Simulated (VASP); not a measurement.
# RbBr (P4/mmm) in VASP: a series of runs

The runs below take RbBr through single point, with PBE, r2SCAN, HSE06.

Program: VASP 6.6.1. These are calculated values, not measurements. Logs are shortened: lines on timing, memory, paths and dates and some standing lists are left out, and cuts for length are marked.

### Step 1. The cell of the first run

It takes space group P4/mmm (No. 123, tetragonal). Conventional cell: a = 4.128 Å, b = 4.128 Å, c = 4.101 Å, α = 90.00°, β = 90.00°, γ = 90.00°. Within 4.7 Å of Rb (site symmetry 4/mmm) lie 8 Br at 3.57 Å and 6 Rb at 4.10 to 4.13 Å. Br (site symmetry 4/mmm) has 8 Rb at 3.57 Å and 6 Br at 4.10 to 4.13 Å within 4.7 Å.

### Step 2. Single point, PBE (uniaxial z strain -0.7%)

The input, INCAR:

```
PREC     = Accurate       # precision mode
ENCUT    = 520            # plane-wave cutoff, eV
EDIFF    = 1E-7           # SCF threshold, eV
ISMEAR   = -1             # smearing method
SIGMA    = 0.02           # smearing width, eV
LREAL    = False          # projectors in reciprocal space
LASPH    = True           # aspherical terms in the spheres
NELM     = 80             # most SCF steps
ALGO     = Normal         # electronic algorithm
ISIF     = 2              # what is computed and relaxed
LWAVE    = False          # write WAVECAR
LCHARG   = False          # write CHGCAR
GGA      = PE             # functional
NBANDS   = 15             # bands
```

The input, KPOINTS:

```
regular mesh
0
Gamma
  6 6 6
```

The input, POSCAR:

```
RbBr
1.0
    4.1279266257      0.0000000000      0.0000000000
    0.0000000000      4.1279266257      0.0000000000
    0.0000000000      0.0000000000      4.1006823100
Rb Br
1 1
Direct
    0.0000000000      0.0000000000      0.0000000000
    0.5000000000      0.5000000000      0.5000000000
```

Potentials or basis: VASP PAW PBE potentials, release 64 (Rb_sv, Br).

Command:

```
cat potpaw_PBE.64/Rb_sv/POTCAR potpaw_PBE.64/Br/POTCAR > POTCAR
mpirun -np 1 vasp_std > vasp.out
```

OUTCAR:

```text
PREC = Accurate
   ENCUT = 520
   EDIFF = 1E-7
   ISMEAR = -1
   LREAL = False
   LASPH = True
   NELM = 80
   ISIF = 2
   GGA = PE

 ion  position               nearest neighbor table
   1  0.000  0.000  0.000-   2 3.57   2 3.57   2 3.57   2 3.57   2 3.57   2 3.57   2 3.57   2 3.57

   2  0.500  0.500  0.500-   1 3.57   1 3.57   1 3.57   1 3.57   1 3.57   1 3.57   1 3.57   1 3.57

  LATTYP: Found a simple tetragonal cell.
 ALAT       =     4.1279266257
 C/A-ratio  =     0.9934000000

  Lattice vectors:

 A1 = (   4.1279266257,   0.0000000000,   0.0000000000)
 A2 = (   0.0000000000,   4.1279266257,   0.0000000000)
 A3 = (   0.0000000000,   0.0000000000,   4.1006823100)

Analysis of symmetry for initial positions (statically):
=====================================================================
 Subroutine PRICEL returns:
 Original cell was already a primitive cell.

 Routine SETGRP: Setting up the symmetry group for a
 simple tetragonal supercell.

 Subroutine GETGRP returns: Found 16 space group operations
 (whereof 16 operations were pure point group operations)
 out of a pool of 16 trial point group operations.

The static configuration has the point symmetry D_4h.

Analysis of symmetry for dynamics (positions and initial velocities):
=====================================================================
 Subroutine PRICEL returns:
 Original cell was already a primitive cell.

 Routine SETGRP: Setting up the symmetry group for a
 simple tetragonal supercell.

 Subroutine GETGRP returns: Found 16 space group operations
 (whereof 16 operations were pure point group operations)
 out of a pool of 16 trial point group operations.

The dynamic configuration has the point symmetry D_4h.

 Subroutine INISYM returns: Found 16 space group operations
 (whereof 16 operations are pure point group operations),
 and found     1 'primitive' translations

----------------------------------------------------------------------------------------

                                     Primitive cell

  volume of cell :      69.8747

  direct lattice vectors                    reciprocal lattice vectors
     4.127926626  0.000000000  0.000000000     0.242252368  0.000000000  0.000000000
     0.000000000  4.127926626  0.000000000     0.000000000  0.242252368  0.000000000
     0.000000000  0.000000000  4.100682310     0.000000000  0.000000000  0.243861856

  length of vectors
     4.127926626  4.127926626  4.100682310     0.242252368  0.242252368  0.243861856

[... 90 lines left out ...]
   PSTRESS=    0.0 pullay stress
   NELECT =      16.0000    total number of electrons
   NUPDOWN=      -1.0000    fix difference up-down
   EMIN   =  10.00;   EMAX   =-10.00  energy-range for DOS
   EFERMI =   0.00;   METHOD = LEGACY
   ISMEAR =    -1;   SIGMA  =   0.02  broadening in eV -4-tet -1-fermi 0-gaus
   EFERMI_NEDOS =   21; number of points for ismear=-14 and -15
   IALGO  =     38    algorithm
   IMIX   =      4    mixing-type and parameters
     AMIX     =   0.40;   BMIX     =  1.00
     AMIX_MAG =   1.60;   BMIX_MAG =  1.00
  volume/ion in A,a.u.               =      34.94       235.77
  Fermi-wavevector in a.u.,A,eV,Ry     =   1.001555  1.892665 13.648173  1.003112
  Thomas-Fermi vector in A             =   2.133985
   LORBIT       =      0    0 simple, 1 ext, 2 COOP (PROOUT), +10 PAW based schemes
   GGA     = PE    functional components
   LHFCALC =     F    Hartree Fock is set to
   AEXX    =    0.0000 exact exchange contribution
   IVDW    =     0    specifies the selected vdW correction
   LEPSILON=     F    determine dielectric tensor
   LRPA    =     F    only Hartree local field effects (RPA)
 non-spin polarized calculation
  energy-cutoff  :      520.00
  volume of cell :       69.87
 maximum number of plane-waves:      1908
 NGX is ok and might be reduce to    32
   NGX = 15   NGY = 15   NGZ = 15

 number of electron      16.0000004 magnetization

 Free energy of the ion-electron system (eV)
  ---------------------------------------------------
  ext. energy  EPLUGINS =         0.00000000
  ---------------------------------------------------
  free energy    TOTEN  =        -5.99351716 eV

  energy without entropy =       -5.99351716  energy(sigma->0) =       -5.99351716

 E-fermi :  -0.2252     XC(G=0):  -7.9513

 val. band max:       -0.6197768652   @ k =   0.5000   0.5000   0.0000
 cond. band min:       3.4595051304   @ k =   0.0000   0.0000   0.0000
 fundamental gap:      4.0792819955
 Fermi energy:        -0.2252287993

 k-point     1 :       0.0000    0.0000    0.0000
  band No.  band energies     occupation
      1     -25.7360      2.00000
      2     -13.2661      2.00000
      3      -9.7201      2.00000
      4      -9.7201      2.00000
      5      -9.7145      2.00000
      6      -0.8042      2.00000
      7      -0.8042      2.00000
      8      -0.7705      2.00000
      9       3.4595      0.00000
     10       4.9226      0.00000
     11       4.9477      0.00000
     12       9.2666      0.00000
     13       9.3233      0.00000
     14       9.3233      0.00000
[... 401 lines left out ...]
      2     -13.1228      2.00000
      3      -9.9761      2.00000
      4      -9.9521      2.00000
      5      -9.6458      2.00000
      6      -1.8677      2.00000
      7      -1.5208      2.00000
      8      -0.7113      2.00000
      9       5.1064      0.00000
     10       5.8099      0.00000
     11       7.6461      0.00000
     12       7.6933      0.00000
     13       8.5565      0.00000
     14       9.6510      0.00000
     15      10.8916      0.00000

 [... further k-points ...]

------------------------ aborting loop because EDIFF is reached ----------------------------------------

  FORCE on cell =-STRESS in cart. coord.  units (eV):
  Direction    XX          YY          ZZ          XY          YZ          ZX
  --------------------------------------------------------------------------------------
  -------------------------------------------------------------------------------------
  Total        0.3777757      0.3777757      0.4644637      0.0000000      0.0000000     -0.0000000
  in kB        8.6621275      8.6621275     10.6498214      0.0000000      0.0000000     -0.0000000
  external PRESSURE =       9.3246921 kB  Pullay stress =       0.0000000 kB

 VOLUME and BASIS-vectors are now :
 -----------------------------------------------------------------------------
  energy-cutoff  :      520.00
  volume of cell :       69.87
      direct lattice vectors                 reciprocal lattice vectors
     4.127926626  0.000000000  0.000000000     0.242252368  0.000000000  0.000000000
     0.000000000  4.127926626  0.000000000     0.000000000  0.242252368  0.000000000
     0.000000000  0.000000000  4.100682310     0.000000000  0.000000000  0.243861856

 POSITION                                       TOTAL-FORCE (eV/Angst)
 -----------------------------------------------------------------------------------
      0.00000      0.00000      0.00000         0.000000      0.000000      0.000000
      2.06396      2.06396      2.05034         0.000000      0.000000      0.000000
 -----------------------------------------------------------------------------------
    total drift:                                0.000000      0.000000     -0.000000

  FREE ENERGIE OF THE ION-ELECTRON SYSTEM (eV)
  ---------------------------------------------------
  free  energy   TOTEN  =        -5.9935171578 eV

  energy  without entropy=       -5.9935171578  energy(sigma->0) =       -5.99351716
```

stdout:

```text
POSCAR found type information on POSCAR RbBr
 POSCAR found :  2 types and       2 ions
 scaLAPACK will be used
 LDA part: xc-table for (Slater+PW92), standard interpolation
 POSCAR, INCAR and KPOINTS ok, starting setup
 FFT: planning ... GRIDC
 FFT: planning ... GRID_SOFT
 FFT: planning ... GRID
 WAVECAR not read
 entering main loop
```

It took 15 s on 1 thread of Intel Xeon 6975P-C (Granite Rapids), shared host; peak memory 0.19 GiB.

What came out:

```
Free energy            : -5.9935 eV
Pressure               : 0.9 GPa
Band gap on the k mesh : 4.08 eV, indirect (least direct gap 4.23 eV)
```

Stress tensor (GPa, compression positive):
```
0.87 0.00 0.00
0.00 0.87 0.00
0.00 0.00 1.06
```

Levels at points of the mesh, in eV from the valence-band top:
| k point | band 6 | band 7 | band 8 | band 9 | band 10 | band 11 |
| --- | --- | --- | --- | --- | --- | --- |
| (0.00, 0.00, 0.00) | -0.18 | -0.18 | -0.15 | 4.08 | 5.54 | 5.57 |
| (0.50, 0.00, 0.00) | -1.75 | -0.27 | -0.23 | 6.86 | 7.10 | 7.64 |
| (0.50, 0.50, 0.00) | -1.08 | -1.08 | 0.00 | 5.28 | 6.24 | 7.99 |
| (0.00, 0.00, 0.50) | -1.75 | -0.26 | -0.26 | 6.88 | 7.11 | 7.68 |
| (0.50, 0.00, 0.50) | -1.08 | -1.07 | -0.03 | 5.30 | 6.19 | 7.92 |
| (0.50, 0.50, 0.50) | -1.38 | -1.36 | -1.36 | 8.22 | 8.22 | 8.25 |

Caveat: the cell differs from its parent crystal (uniaxial z strain -0.7%). A k mesh can miss the band edges.

### Step 3. Single point, r2SCAN (uniaxial z strain -0.7%)

POSCAR is that of step 2.

The input, INCAR.step1:

```
  PREC = Accurate
  ENCUT = 520
  ISMEAR = 0
  SIGMA = 0.01
  LREAL = F
  LASPH = T
  NELM = 60
  NBANDS = 15
  GGA = PE
  ALGO = Normal
  EDIFF = 1E-4
  LWAVE = T
  LCHARG = F
```

The input, INCAR.step2:

```
  PREC = Accurate
  ENCUT = 520
  EDIFF = 1E-6
  ISMEAR = 0
  SIGMA = 0.01
  LREAL = F
  LASPH = T
  NELM = 60
  ALGO = Normal
  ISIF = 2
  LWAVE = F
  LCHARG = T
  METAGGA = R2SCAN
  LMIXTAU = T
  LELF = T
  LVHAR = T
  NBANDS = 15
  ISTART = 1
```

KPOINTS is that of step 2.

Potentials or basis: VASP PAW PBE potentials, release 64 (Rb_sv, Br).

Command:

```
cat potpaw_PBE.64/Rb_sv/POTCAR potpaw_PBE.64/Br/POTCAR > POTCAR
cp INCAR.step1 INCAR
mpirun -np 1 vasp_std > vasp.out
cp INCAR.step2 INCAR
mpirun -np 1 vasp_std > vasp.out
```

Wall time 51 s (1 thread of Intel Xeon 6975P-C (Granite Rapids), shared host); peak memory 0.19 GiB.

The run converged. Its results:

| Property | Result |
| --- | --- |
| Free energy | -31.1100 eV |
| Pressure | 0.1 GPa |
| Band gap on the k mesh | 4.83 eV, indirect (least direct gap 4.98 eV) |

Stress tensor (GPa, compression positive):
```
0.07 0.00 0.00
0.00 0.07 0.00
0.00 0.00 0.28
```

Levels at points of the mesh, in eV from the valence-band top:
```tsv
k point	band 5	band 6	band 7	band 8	band 9	band 10	band 11	band 12
(0.00, 0.00, 0.00)	-9.33	-0.19	-0.19	-0.15	4.83	6.08	6.11	10.68
(0.50, 0.00, 0.00)	-9.29	-1.74	-0.26	-0.22	7.43	7.81	8.36	9.35
(0.50, 0.50, 0.00)	-9.25	-1.09	-1.09	0.00	5.90	6.93	8.70	8.70
(0.00, 0.00, 0.50)	-9.29	-1.74	-0.25	-0.25	7.45	7.82	8.40	9.33
(0.50, 0.00, 0.50)	-9.26	-1.10	-1.08	-0.03	5.92	6.88	8.62	8.64
(0.50, 0.50, 0.50)	-9.56	-1.38	-1.37	-1.37	8.86	8.86	8.90	10.14
```

Caveat: the cell differs from its parent crystal (uniaxial z strain -0.7%); the PAW data sets were made with another functional, which shifts forces and pressure a little.

### Step 4. Single point, HSE06 (epitaxial xy strain -0.8%)

The input, POSCAR:

```
RbBr
1.0
    4.0961415907      0.0000000000      0.0000000000
    0.0000000000      4.0961415907      0.0000000000
    0.0000000000      0.0000000000      4.1403347242
Rb Br
1 1
Direct
    0.0000000000      0.0000000000      0.0000000000
    0.5000000000      0.5000000000      0.5000000000
```

The input, INCAR.step1:

```
PREC = Accurate
ENCUT = 520
EDIFF = 1E-5
ISMEAR = 0
SIGMA = 0.01
LREAL = F
LASPH = T
NELM = 100
ALGO = Normal
ISIF = 2
LWAVE = T
LCHARG = F
NBANDS = 15
GGA = PE
```

The input, INCAR.step2:

```
PREC = Accurate
ENCUT = 520
EDIFF = 1E-6
ISMEAR = 0
SIGMA = 0.01
LREAL = F
LASPH = T
NELM = 100
ALGO = Normal
ISIF = 2
LWAVE = F
LCHARG = F
GGA = PE
LHFCALC = T
HFSCREEN = 0.2079
PRECFOCK = Normal
NBANDS = 15
ISTART = 1
```

The input, KPOINTS:

```
Automatic mesh
0
Gamma
  4 4 4
```

Command:

```
cat potpaw_PBE.64/Rb_sv/POTCAR potpaw_PBE.64/Br/POTCAR > POTCAR
cp INCAR.step1 INCAR
mpirun -np 1 vasp_std > vasp.out
cp INCAR.step2 INCAR
mpirun -np 1 vasp_std > vasp.out
```

It took 4.2 min on 1 thread of Intel Xeon 6975P-C (Granite Rapids), shared host; peak memory 0.29 GiB.

Results (log left out):

- Free energy: -6.9631 eV
- Pressure: 0.7 GPa
- Band gap on the k mesh: 5.29 eV, indirect (least direct gap 5.45 eV)

Stress tensor (GPa, compression positive):
```
0.78 0.00 0.00
0.00 0.78 0.00
0.00 0.00 0.44
```

Levels at points of the mesh, in eV from the valence-band top:
```tsv
k point	band 5	band 6	band 7	band 8	band 9	band 10	band 11	band 12
(0.00, 0.00, 0.00)	-9.64	-0.22	-0.16	-0.16	5.29	6.71	6.75	11.39
(0.50, 0.00, 0.00)	-9.58	-1.86	-0.30	-0.23	8.17	8.36	9.04	9.91
(0.50, 0.50, 0.00)	-9.56	-1.16	-1.16	-0.05	6.50	7.40	9.21	9.21
(0.00, 0.00, 0.50)	-9.59	-1.85	-0.24	-0.24	8.14	8.35	8.97	9.93
(0.50, 0.00, 0.50)	-9.55	-1.18	-1.15	0.00	6.47	7.49	9.31	9.34
(0.50, 0.50, 0.50)	-9.86	-1.47	-1.47	-1.45	9.44	9.49	9.49	10.78
```

Caveat: the cell differs from its parent crystal (epitaxial xy strain -0.8%); the PAW data sets were made with another functional, which shifts forces and pressure a little. A k mesh can miss the band edges.

### Step 5. Single point, HSE06 (uniaxial z strain -0.7%)

The input, POSCAR:

```
RbBr
1.0
    4.1279266257      0.0000000000      0.0000000000
    0.0000000000      4.1279266257      0.0000000000
    0.0000000000      0.0000000000      4.1006823100
Rb Br
1 1
Direct
    0.0000000000      0.0000000000      0.0000000000
    0.5000000000      0.5000000000      0.5000000000
```

The input, INCAR.step1:

```
PREC     = Accurate       # precision mode
ENCUT    = 520            # plane-wave cutoff, eV
EDIFF    = 1E-5           # SCF threshold, eV
ISMEAR   = 0              # smearing method
SIGMA    = 0.01           # smearing width, eV
LREAL    = F              # projectors in reciprocal space
LASPH    = T              # aspherical terms in the spheres
NELM     = 60             # most SCF steps
ALGO     = Normal         # electronic algorithm
ISIF     = 2              # what is computed and relaxed
LWAVE    = T              # write WAVECAR
LCHARG   = F              # write CHGCAR
NBANDS   = 15             # bands
GGA      = PE             # functional
```

The input, INCAR.step2:

```
PREC     = Accurate       # precision mode
ENCUT    = 520            # plane-wave cutoff, eV
EDIFF    = 1E-6           # SCF threshold, eV
ISMEAR   = 0              # smearing method
SIGMA    = 0.01           # smearing width, eV
LREAL    = F              # projectors in reciprocal space
LASPH    = T              # aspherical terms in the spheres
NELM     = 60             # most SCF steps
ALGO     = Normal         # electronic algorithm
ISIF     = 2              # what is computed and relaxed
LWAVE    = F              # write WAVECAR
LCHARG   = F              # write CHGCAR
GGA      = PE             # functional
LHFCALC  = T              # exact exchange
HFSCREEN = 0.2079         # screening, 1/A
PRECFOCK = Normal       
NBANDS   = 15             # bands
ISTART   = 1
```

The input, KPOINTS:

```
regular mesh
0
Gamma
  4 4 4
```

Command:

```
cat potpaw_PBE.64/Rb_sv/POTCAR potpaw_PBE.64/Br/POTCAR > POTCAR
cp INCAR.step1 INCAR
mpirun -np 1 vasp_std > vasp.out
cp INCAR.step2 INCAR
mpirun -np 1 vasp_std > vasp.out
```

Run time: 15 min. Hardware: 1 thread of Oxide Virtual Turin-like, shared host; peak memory 0.26 GiB.

It converged, with:

```
Free energy            : -6.9650 eV
Pressure               : 0.6 GPa
Band gap on the k mesh : 5.26 eV, indirect (least direct gap 5.42 eV)
```

Stress tensor (GPa, compression positive):
```
0.49 0.00 0.00
0.00 0.49 0.00
0.00 0.00 0.70
```

Levels at points of the mesh, in eV from the valence-band top:
```
           k point  band 4  band 5  band 6  band 7  band 8  band 9  band 10  band 11  band 12  band 13
(0.00, 0.00, 0.00)   -9.66   -9.65   -0.20   -0.20   -0.16    5.26     6.72     6.75    11.36    11.42
(0.50, 0.00, 0.00)   -9.60   -9.60   -1.84   -0.27   -0.23    8.15     8.33     8.96     9.91    11.34
(0.50, 0.50, 0.00)   -9.98   -9.57   -1.16   -1.16    0.00    6.47     7.48     9.32     9.32    12.18
(0.00, 0.00, 0.50)   -9.60   -9.60   -1.85   -0.27   -0.27    8.17     8.33     9.00     9.90    11.29
(0.50, 0.00, 0.50)   -9.98   -9.57   -1.17   -1.15   -0.03    6.48     7.43     9.24     9.27    12.19
(0.50, 0.50, 0.50)   -9.88   -9.88   -1.46   -1.45   -1.45    9.44     9.44     9.47    10.79    10.79
```

Caveat: the cell differs from its parent crystal (uniaxial z strain -0.7%); the PAW data sets were made with another functional, which shifts forces and pressure a little. A k mesh can miss the band edges.

### Step 6. The runs side by side

```csv
level,cell,k mesh,smearing,grid for exact exchange (PRECFOCK),screening parameter,gap on the mesh (eV),pressure (GPa)
PBE,"a = 4.128, b = 4.128, c = 4.101 Å, 2 atoms",6 × 6 × 6,fermi-dirac 0.02 eV,-,-,4.08,0.9
r2SCAN,"a = 4.128, b = 4.128, c = 4.101 Å, 2 atoms",6 × 6 × 6,gaussian 0.01 eV,-,-,4.83,0.1
HSE06,"a = 4.096, b = 4.096, c = 4.140 Å, 2 atoms",4 × 4 × 4,gaussian 0.01 eV,Normal,0.2079 1/Å,5.29,0.7
HSE06,"a = 4.128, b = 4.128, c = 4.101 Å, 2 atoms",4 × 4 × 4,gaussian 0.01 eV,Normal,0.2079 1/Å,5.26,0.6
```

Alike in all rows: task single point; potentials or basis VASP PAW PBE potentials, release 64 (Rb_sv, Br); no spin polarisation; cutoff (eV) 520.

Caveats: the PAW data sets were made with another functional, which shifts forces and pressure a little (some runs).

Absolute energies hang on the potentials; compare differences alone.
